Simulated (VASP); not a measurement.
Runs of VASP 6.6.1 on Ca. The structure is that of space group Fm-3m (No. 225), or close to it. The cells are those of the table. 

```tsv
level	potentials or basis	cell	gap on the mesh (eV)	pressure (GPa)
PBEsol	VASP PAW PBE potentials, release 64 (Ca_sv)	a = 3.794 Å, angles 60.0°, 1 atom	none	0.9
LDA	VASP PAW LDA potentials, release 64 (Ca_sv)	a = 3.876 Å, angles 60.0°, 1 atom	none	-1.3
PBEsol	VASP PAW PBE potentials, release 64 (Ca_sv)	a = 3.857 Å, angles 60.0°, 1 atom	none	(a)
PBEsol	VASP PAW PBE potentials, release 64 (Ca_sv)	a = 3.932 Å, angles 60.0°, 1 atom	none	-0.9
```

Alike in all rows: task single point; no spin polarisation; k mesh 14 × 14 × 14; cutoff (eV) 520; smearing gaussian 0.1 eV.

Q: Estimate the missing entries.

A: (a) 0.0.

Caveats: the PAW data sets were made with another functional, which shifts forces and pressure a little (some runs).

A gap of «none» marks levels without a gap at the run's occupations.
